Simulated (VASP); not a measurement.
# WC (NiAs type) (P6_3/mmc) in VASP: further runs

WC (NiAs type) is run at these levels: PBE; tasks: single point.

All numbers are computed with VASP 6.6.1; they aren't measurements. Logs are shortened: lines on timing, memory, paths and dates and some standing lists are left out, and cuts for length are marked.

**1. The cell of the first run**

It takes space group P6_3/mmc (No. 194, hexagonal). The conventional cell has a = 2.841 Å, b = 2.841 Å, c = 5.648 Å, α = 90.00°, β = 90.00°, γ = 120.00°. Within 2.9 Å of W (site symmetry -3m) lie 6 C at 2.16 Å and 8 W at 2.82 to 2.84 Å. C (site symmetry -6m2) has 6 W at 2.16 Å and 6 C at 2.84 Å within 2.9 Å.

**2. Single point, PBE**

File INCAR:

```
SYSTEM = WC
  ALGO = Normal
  EDIFF = 1E-6
  ENCUT = 520
  GGA = PE
  ISIF = 2
  ISMEAR = -1
  LASPH = .TRUE.
  LCHARG = .FALSE.
  LREAL = .FALSE.
  LWAVE = .FALSE.
  NBANDS = 26
  NELM = 100
  PREC = Accurate
  SIGMA = 0.1
```

File KPOINTS:

```
k-points
0
G
  10 10 6
  0 0 0
```

File POSCAR:

```
WC
1.0
    2.8410246704      0.0000000000      0.0000000000
   -1.4205123352      2.4603995374      0.0000000000
    0.0000000000      0.0000000000      5.6484911638
W C
2 2
Direct
    0.0000000000      0.0000000000      0.0000000000
    0.0000000000      0.0000000000      0.5000000000
    0.3333333333      0.6666666667      0.2500000000
    0.6666666667      0.3333333333      0.7500000000
```

Potentials or basis: VASP PAW PBE potentials, release 64 (W_sv, C).

Started as:

```bash
> cat potpaw_PBE.64/W_sv/POTCAR potpaw_PBE.64/C/POTCAR > POTCAR
> mpirun -np 1 vasp_std > vasp.out
```

OUTCAR:

```text
SYSTEM = WC
   EDIFF = 1E-6
   ENCUT = 520
   GGA = PE
   ISIF = 2
   ISMEAR = -1
   LASPH = .TRUE.
   LREAL = .FALSE.
   NELM = 100
   PREC = Accurate

 ion  position               nearest neighbor table
   1  0.000  0.000  0.000-   3 2.16   4 2.16   4 2.16   3 2.16   4 2.16   3 2.16   2 2.82   2 2.82

   2  0.000  0.000  0.500-   3 2.16   4 2.16   4 2.16   3 2.16   4 2.16   3 2.16   1 2.82   1 2.82

   3  0.333  0.667  0.250-   1 2.16   2 2.16   1 2.16   2 2.16   1 2.16   2 2.16
   4  0.667  0.333  0.750-   1 2.16   2 2.16   1 2.16   2 2.16   1 2.16   2 2.16

  LATTYP: Found a hexagonal cell.
 ALAT       =     2.8410246704
 C/A-ratio  =     1.9881880023

  Lattice vectors:

 A1 = (   2.8410246704,   0.0000000000,   0.0000000000)
 A2 = (  -1.4205123352,   2.4603995374,   0.0000000000)
 A3 = (   0.0000000000,   0.0000000000,   5.6484911638)

Analysis of symmetry for initial positions (statically):
=====================================================================
 Subroutine PRICEL returns:
 Original cell was already a primitive cell.

 Routine SETGRP: Setting up the symmetry group for a
 hexagonal supercell.

 Subroutine GETGRP returns: Found 24 space group operations
 (whereof 12 operations were pure point group operations)
 out of a pool of 24 trial point group operations.

The static configuration has the point symmetry D_3d.
 The point group associated with its full space group is D_6h.

Analysis of symmetry for dynamics (positions and initial velocities):
=====================================================================
 Subroutine PRICEL returns:
 Original cell was already a primitive cell.

 Routine SETGRP: Setting up the symmetry group for a
 hexagonal supercell.

 Subroutine GETGRP returns: Found 24 space group operations
 (whereof 12 operations were pure point group operations)
 out of a pool of 24 trial point group operations.

The dynamic configuration has the point symmetry D_3d.
 The point group associated with its full space group is D_6h.

 Subroutine INISYM returns: Found 24 space group operations
 (whereof 12 operations are pure point group operations),
 and found     1 'primitive' translations

----------------------------------------------------------------------------------------

                                     Primitive cell

  volume of cell :      39.4833

  direct lattice vectors                    reciprocal lattice vectors
     2.841024670  0.000000000  0.000000000     0.351985680  0.203219027  0.000000000
    -1.420512335  2.460399537  0.000000000     0.000000000  0.406438054  0.000000000
     0.000000000  0.000000000  5.648491164     0.000000000  0.000000000  0.177038429

  length of vectors
     2.841024670  2.841024670  5.648491164     0.406438054  0.406438054  0.177038429

  position of ions in fractional coordinates (direct lattice)
     0.000000000  0.000000000  0.000000000
     0.000000000  0.000000000  0.500000000
     0.333333333  0.666666667  0.250000000
     0.666666667  0.333333333  0.750000000

  ion indices of the primitive-cell ions
   primitive index   ion index
                 1           1
                 2           2
                 3           3
                 4           4

----------------------------------------------------------------------------------------

 KPOINTS: k-points

Automatic generation of k-mesh.
 Grid dimensions read from file:
 generate k-points for:   10   10    6

 Generating k-lattice:

  Cartesian coordinates                     Fractional coordinates (reciprocal lattice)
     0.035198568  0.020321903  0.000000000     0.100000000 -0.000000000  0.000000000
     0.000000000  0.040643805  0.000000000     0.000000000  0.100000000  0.000000000
     0.000000000  0.000000000  0.029506405     0.000000000  0.000000000  0.166666667

  Length of vectors
     0.040643805  0.040643805  0.029506405

  Shift w.r.t. Gamma in fractional coordinates (k-lattice)
     0.000000000  0.000000000  0.000000000

 Subroutine IBZKPT returns following result:
 ===========================================

 Found     56 irreducible k-points:

 Following reciprocal coordinates:
            Coordinates               Weight
  0.000000  0.000000  0.000000      1.000000
  0.100000  0.000000  0.000000      6.000000
  0.200000  0.000000  0.000000      6.000000
  0.300000  0.000000  0.000000      6.000000
  0.400000  0.000000  0.000000      6.000000
  0.500000  0.000000  0.000000      3.000000
[... 16 lines left out ...]
  0.300000  0.100000  0.166667     24.000000
  0.400000  0.100000  0.166667     24.000000
 [... further k-points ...]
   k-points           NKPTS =     56   k-points in BZ     NKDIM =     56   number of bands    NBANDS=     26
   number of dos      NEDOS =    301   number of ions     NIONS =      4
   total plane-waves  NPLWV =  24192
   dimension x,y,z NGX =    24 NGY =   24 NGZ =   42
   dimension x,y,z NGXF=    48 NGYF=   48 NGZF=   84
   ions per type =               2   2
   NGX,Y,Z   is equivalent  to a cutoff of  14.04, 14.04, 12.36 a.u.
   NGXF,Y,Z  is equivalent  to a cutoff of  28.09, 28.09, 24.72 a.u.
 SYSTEM =  WC
   PREC   = accura    normal or accurate (medium, high low for compatibility)
   ISTART =      0    job   : 0-new  1-cont  2-samecut
   ICHARG =      2    charge: 1-file 2-atom 10-const
   ISPIN  =      1    spin polarized calculation?
   LNONCOLLINEAR =      F non collinear calculations
   LSORBIT =      F    spin-orbit coupling
   LASPH  =      T    aspherical Exc in radial PAW
   ENCUT  =  520.0 eV  38.22 Ry    6.18 a.u.   5.28  5.28 10.50*2*pi/ulx,y,z
   NELM   =    100;   NELMIN=  2; NELMDL= -5     # of ELM steps
   EDIFF  = 0.1E-05   stopping-criterion for ELM
   LREAL  =      F    real-space projection
   EDIFFG = 0.1E-04   stopping-criterion for IOM
   NSW    =      0    number of steps for IOM
   IBRION =     -1    ionic relax: 0-MD 1-quasi-New 2-CG
   NFREE  =      0    steps in history (QN), initial steepest desc. (CG)
   ISIF   =      2    stress and relaxation
   ISYM   =      2    0-nonsym 1-usesym 2-fastsym
   POTIM  = 0.5000    time-step for ionic-motion
   TEBEG  =    0.0;   TEEND  =   0.0 temperature during run
   PSTRESS=    0.0 pullay stress
   NELECT =      36.0000    total number of electrons
   NUPDOWN=      -1.0000    fix difference up-down
   EMIN   =  10.00;   EMAX   =-10.00  energy-range for DOS
   EFERMI =   0.00;   METHOD = LEGACY
   ISMEAR =    -1;   SIGMA  =   0.10  broadening in eV -4-tet -1-fermi 0-gaus
   EFERMI_NEDOS =   21; number of points for ismear=-14 and -15
   IALGO  =     38    algorithm
   IMIX   =      4    mixing-type and parameters
     AMIX     =   0.40;   BMIX     =  1.00
     AMIX_MAG =   1.60;   BMIX_MAG =  1.00
  volume/ion in A,a.u.               =       9.87        66.61
  Fermi-wavevector in a.u.,A,eV,Ry     =   1.587467  2.999877 34.287370  2.520051
  Thomas-Fermi vector in A             =   2.686620
   LORBIT       =      0    0 simple, 1 ext, 2 COOP (PROOUT), +10 PAW based schemes
   GGA     = PE    functional components
[... 5 lines left out ...]
 non-spin polarized calculation
  energy-cutoff  :      520.00
  volume of cell :       39.48
 maximum number of plane-waves:      1076
 NGX is ok and might be reduce to    24
   NGX = 11   NGY = 11   NGZ = 21

 number of electron      36.0000000 magnetization

 Free energy of the ion-electron system (eV)
  ---------------------------------------------------
  ext. energy  EPLUGINS =         0.00000000
  ---------------------------------------------------
  free energy    TOTEN  =       -43.81752345 eV

  energy without entropy =      -43.78547375  energy(sigma->0) =      -43.80149860

 E-fermi :  12.0148     XC(G=0): -14.0838

 val. band max:       11.9891528830   @ k =   0.1000   0.0000   0.1667
 cond. band min:      12.0483567003   @ k =   0.1000   0.0000   0.0000
 fundamental gap:      0.0592038173
 Fermi energy:        12.0147768666

 k-point     1 :       0.0000    0.0000    0.0000
  band No.  band energies     occupation
      1     -62.0140      2.00000
      2     -61.9698      2.00000
      3     -26.8020      2.00000
      4     -25.9988      2.00000
      5     -25.8822      2.00000
      6     -25.8822      2.00000
[... 18 lines left out ...]
     25      20.1551      0.00000
     26      20.4989      0.00000

 k-point     2 :       0.1000    0.0000    0.0000
  band No.  band energies     occupation
      1     -62.0064      2.00000
      2     -61.9623      2.00000
      3     -26.7812      2.00000
      4     -25.9866      2.00000
      5     -25.9849      2.00000
      6     -25.9092      2.00000
[... 18 lines left out ...]
     25      20.0627      0.00000
     26      20.4108      0.00000

 k-point     3 :       0.2000    0.0000    0.0000
  band No.  band energies     occupation
      1     -61.9864      2.00000
      2     -61.9428      2.00000
      3     -26.7264      2.00000
      4     -26.2529      2.00000
      5     -26.1605      2.00000
      6     -25.9661      2.00000
[... 18 lines left out ...]
     25      19.3644      0.00000
     26      20.4828      0.00000

 k-point     4 :       0.3000    0.0000    0.0000
  band No.  band energies     occupation
      1     -61.9616      2.00000
      2     -61.9185      2.00000
      3     -26.6585      2.00000
      4     -26.5683      2.00000
      5     -26.4601      2.00000
      6     -26.0401      2.00000
[... 18 lines left out ...]
     25      19.2547      0.00000
     26      21.0292      0.00000
[... 496 lines left out ...]
      1     -61.9673      2.00000
      2     -61.9298      2.00000
      3     -26.6335      2.00000
      4     -26.4297      2.00000
      5     -26.3406      2.00000
      6     -26.0360      2.00000
[... 18 lines left out ...]
     25      19.6852      0.00000
     26      20.1990      0.00000

 k-point    23 :       0.3000    0.1000    0.1667
  band No.  band energies     occupation
      1     -61.9449      2.00000
      2     -61.9078      2.00000
      3     -26.6911      2.00000
      4     -26.5935      2.00000
      5     -26.5682      2.00000
      6     -26.1214      2.00000
[... 18 lines left out ...]
     25      20.2769      0.00000
     26      20.7424      0.00000

 k-point    24 :       0.4000    0.1000    0.1667
  band No.  band energies     occupation
      1     -61.9310      2.00000
      2     -61.8942      2.00000
      3     -26.8477      2.00000
      4     -26.7410      2.00000
      5     -26.5330      2.00000
      6     -26.1737      2.00000
[... 18 lines left out ...]
     25      20.6857      0.00000
     26      21.1082      0.00000

 [... further k-points ...]
[... 5 lines left out ...]
  --------------------------------------------------------------------------------------
  -------------------------------------------------------------------------------------
  Total        7.9688642      7.9688642      8.0077291      0.0000000      0.0000000     -0.0000000
  in kB      323.3656732    323.3656732    324.9427568      0.0000000      0.0000000     -0.0000000
  external PRESSURE =     323.8913677 kB  Pullay stress =       0.0000000 kB

 VOLUME and BASIS-vectors are now :
 -----------------------------------------------------------------------------
  energy-cutoff  :      520.00
  volume of cell :       39.48
      direct lattice vectors                 reciprocal lattice vectors
     2.841024670  0.000000000  0.000000000     0.351985680  0.203219027  0.000000000
    -1.420512335  2.460399537  0.000000000     0.000000000  0.406438054  0.000000000
     0.000000000  0.000000000  5.648491164     0.000000000  0.000000000  0.177038429

 POSITION                                       TOTAL-FORCE (eV/Angst)
 -----------------------------------------------------------------------------------
      0.00000      0.00000      0.00000         0.000000      0.000000      0.000000
      0.00000      0.00000      2.82425         0.000000      0.000000      0.000000
     -0.00000      1.64027      1.41212        -0.000000     -0.000000      0.000000
      1.42051      0.82013      4.23637        -0.000000      0.000000     -0.000000
 -----------------------------------------------------------------------------------
    total drift:                               -0.000000      0.000000      0.000000

  FREE ENERGIE OF THE ION-ELECTRON SYSTEM (eV)
  ---------------------------------------------------
  free  energy   TOTEN  =       -43.8175234470 eV

  energy  without entropy=      -43.7854737514  energy(sigma->0) =      -43.80149860
```

Wall time 56 s (1 thread of Intel Xeon Platinum 8488C (Sapphire Rapids), shared host); peak memory 0.19 GiB.

Results:

```
Free energy            : -43.8175 eV
Pressure               : 32.4 GPa
Band gap on the k mesh : zero (band 18 reaches 12.40 eV, above the bottom of band 19 at 11.78 eV)
```

Caveat: spin-orbit coupling is left out, which moves the levels of the heavy elements.

(Part 1 of 2 ends here.)
